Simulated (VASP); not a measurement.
# TiO2 (P4_2/mnm) in VASP: further runs, part 2 of 2

VASP 6.6.1. The steps go on from the part before.

## Step 4: Single point, r2SCAN+U (equal strain along all axes, cell held: -1.5 %, then relaxed in part)

POSCAR reads:

```
TiO2
1.0
    4.5283752360      0.0000000000      0.0000000000
    0.0000000000      4.5283752360      0.0000000000
    0.0000000000      0.0000000000      2.9482778930
Ti O
2 4
Direct
    0.5000000000      0.5000000000      0.0000000000
    0.0000000000      0.0000000000      0.5000000000
    0.6961732490      0.6961732490      0.5000000000
    0.8038267510      0.1961732490      0.0000000000
    0.1961732490      0.8038267510      0.0000000000
    0.3038267510      0.3038267510      0.5000000000
```

INCAR.step1 reads:

```
PREC = Accurate
ENCUT = 520
ISMEAR = 0
SIGMA = 0.02
LREAL = F
LASPH = T
NELM = 150
LMAXMIX = 4
LDAU = T
LDAUTYPE = 2
LDAUL = 2 -1
LDAUU = 4 0
LDAUJ = 0 0
NBANDS = 33
GGA = PE
ALGO = Normal
EDIFF = 1E-4
LWAVE = T
LCHARG = F
```

INCAR.step2 reads:

```
PREC = Accurate
ENCUT = 520
EDIFF = 1E-7
ISMEAR = 0
SIGMA = 0.02
LREAL = F
LASPH = T
NELM = 150
ALGO = Normal
ISIF = 2
LWAVE = F
LCHARG = F
LMAXMIX = 4
LDAU = T
LDAUTYPE = 2
LDAUL = 2 -1
LDAUU = 4 0
LDAUJ = 0 0
LDAUPRINT = 1
METAGGA = R2SCAN
LMIXTAU = T
NBANDS = 33
ISTART = 1
```

KPOINTS reads:

```
Automatic mesh
0
Gamma
  6 6 8
```

Potentials or basis: VASP PAW PBE potentials, release 64 (Ti_sv, O).

Command:

```sh
$ cat potpaw_PBE.64/Ti_sv/POTCAR potpaw_PBE.64/O/POTCAR > POTCAR
$ cp INCAR.step1 INCAR
$ mpirun -np 1 vasp_std > vasp.out
$ cp INCAR.step2 INCAR
$ mpirun -np 1 vasp_std > vasp.out
```

OUTCAR:

```text
PREC = Accurate
   ENCUT = 520
   EDIFF = 1E-7
   ISMEAR = 0
   LREAL = F
   LASPH = T
   NELM = 150
   ISIF = 2
   METAGGA = R2SCAN
   ISTART = 1

 ion  position               nearest neighbor table
   1  0.500  0.500  0.000-   3 1.94   6 1.94   3 1.94   6 1.94   5 1.95   4 1.95
   2  0.000  0.000  0.500-   4 1.94   5 1.94   4 1.94   5 1.94   3 1.95   6 1.95
   3  0.696  0.696  0.500-   1 1.94   1 1.94   2 1.95
   4  0.804  0.196  0.000-   2 1.94   2 1.94   1 1.95
   5  0.196  0.804  0.000-   2 1.94   2 1.94   1 1.95
   6  0.304  0.304  0.500-   1 1.94   1 1.94   2 1.95

  LATTYP: Found a simple tetragonal cell.
 ALAT       =     4.5283752360
 C/A-ratio  =     0.6510674887

  Lattice vectors:

 A1 = (   4.5283752360,   0.0000000000,   0.0000000000)
 A2 = (   0.0000000000,   4.5283752360,   0.0000000000)
 A3 = (   0.0000000000,   0.0000000000,   2.9482778930)

Analysis of symmetry for initial positions (statically):
=====================================================================
 Subroutine PRICEL returns:
 Original cell was already a primitive cell.

 Routine SETGRP: Setting up the symmetry group for a
 simple tetragonal supercell.
[... 244 lines left out ...]
  free energy    TOTEN  =       -64.53014481 eV

  energy without entropy =      -64.53014481  energy(sigma->0) =      -64.53014481

 E-fermi :   5.4738     XC(G=0): -12.3522

 val. band max:        5.2121316628   @ k =   0.0000   0.0000   0.0000
 cond. band min:       8.0877240827   @ k =   0.0000   0.0000   0.0000
 fundamental gap:      2.8755924199
 Fermi energy:         5.4738199864

 k-point     1 :       0.0000    0.0000    0.0000
  band No.  band energies     occupation
      1     -54.8291      2.00000
      2     -54.8087      2.00000
      3     -30.0732      2.00000
      4     -30.0732      2.00000
      5     -29.8878      2.00000
      6     -29.8878      2.00000
[... 853 lines left out ...]
     32      10.8669      0.00000
     33      12.4783      0.00000

 [... further k-points ...]
[... 5 lines left out ...]
  --------------------------------------------------------------------------------------
  -------------------------------------------------------------------------------------
  Total        6.1454924      6.1454924      7.5312341      0.0000000      0.0000000      0.0000000
  in kB      162.8598532    162.8598532    199.5829785      0.0000000      0.0000000      0.0000000
  external PRESSURE =     175.1008949 kB  Pullay stress =       0.0000000 kB

 VOLUME and BASIS-vectors are now :
 -----------------------------------------------------------------------------
  energy-cutoff  :      520.00
  volume of cell :       60.46
      direct lattice vectors                 reciprocal lattice vectors
     4.528375236  0.000000000  0.000000000     0.220829756  0.000000000  0.000000000
     0.000000000  4.528375236  0.000000000     0.000000000  0.220829756  0.000000000
     0.000000000  0.000000000  2.948277893     0.000000000  0.000000000  0.339181053

 POSITION                                       TOTAL-FORCE (eV/Angst)
 -----------------------------------------------------------------------------------
      2.26419      2.26419      0.00000         0.000000     -0.000000      0.000000
      0.00000      0.00000      1.47414         0.000000     -0.000000      0.000000
      3.15253      3.15253      1.47414         0.096367      0.096367     -0.000000
      3.64003      0.88835      0.00000        -0.096367      0.096367     -0.000000
      0.88835      3.64003      0.00000         0.096367     -0.096367      0.000000
      1.37584      1.37584      1.47414        -0.096367     -0.096367      0.000000
 -----------------------------------------------------------------------------------
    total drift:                                0.000000      0.000000      0.000000

  FREE ENERGIE OF THE ION-ELECTRON SYSTEM (eV)
  ---------------------------------------------------
  free  energy   TOTEN  =       -64.5301448139 eV

  energy  without entropy=      -64.5301448139  energy(sigma->0) =      -64.53014481
```

OUTCAR.step1:

```text
PREC = Accurate
   ENCUT = 520
   ISMEAR = 0
   LREAL = F
[... 1108 lines left out ...]
      3.15253      3.15253      1.47414         0.118102      0.118102      0.000000
      3.64003      0.88835      0.00000        -0.118102      0.118102      0.000000
      0.88835      3.64003      0.00000         0.118102     -0.118102      0.000000
      1.37584      1.37584      1.47414        -0.118102     -0.118102     -0.000000
 -----------------------------------------------------------------------------------
    total drift:                                0.000000      0.000000      0.000000

  FREE ENERGIE OF THE ION-ELECTRON SYSTEM (eV)
  ---------------------------------------------------
  free  energy   TOTEN  =       -48.1197913895 eV

  energy  without entropy=      -48.1197913895  energy(sigma->0) =      -48.11979139
```

It took 3.9 min on 1 thread of Intel Xeon Platinum 8488C (Sapphire Rapids), shared host; peak memory 0.22 GiB.

What came out:

- Free energy: -64.5301 eV
- Pressure: 17.5 GPa
- Largest force: 0.136 eV/Å
- Band gap on the k mesh: 2.88 eV

Forces in eV/Å, atoms in the order of the input:
```
Ti   0.000  0.000  0.000
Ti   0.000  0.000  0.000
O    0.096  0.096  0.000
O   -0.096  0.096  0.000
O    0.096 -0.096  0.000
O   -0.096 -0.096  0.000
```

Eigenvalues of the final occupation matrices:
```
    site  spin  trace               eigenvalues
site 1 d     1   0.78  0.08 0.09 0.09 0.25 0.27
site 1 d     2   0.78  0.08 0.09 0.09 0.25 0.27
site 2 d     1   0.78  0.08 0.09 0.09 0.25 0.27
site 2 d     2   0.78  0.08 0.09 0.09 0.25 0.27
```

Caveat: the cell differs from its parent crystal (equal strain along all axes, cell held: -1.5 %, then relaxed in part); the cell stands under pressure; the PAW data sets were made with another functional, which shifts forces and pressure a little. A k mesh can miss the band edges.

## Step 5: Summary

```tsv
cell	gap on the mesh (eV)	pressure (GPa)	largest force (eV/Å)
a = 4.390, b = 4.390, c = 2.858 Å, 6 atoms, atomic positions A	3.07	51.7	0.12
a = 4.459, b = 4.459, c = 2.903 Å, 6 atoms, atomic positions A	2.97	33.0	0.13
a = 4.528, b = 4.528, c = 2.948 Å, 6 atoms, atomic positions B	2.88	17.5	0.14
```

Alike in all rows: task single point; level r2SCAN+U; potentials or basis VASP PAW PBE potentials, release 64 (Ti_sv, O); no spin polarisation; Ti d U = 4.0 eV; k mesh 6 × 6 × 8; cutoff (eV) 520; smearing gaussian 0.02 eV.

Caveats: the cell stands under pressure; the PAW data sets were made with another functional, which shifts forces and pressure a little.

Absolute energies hang on the potentials; compare differences alone.
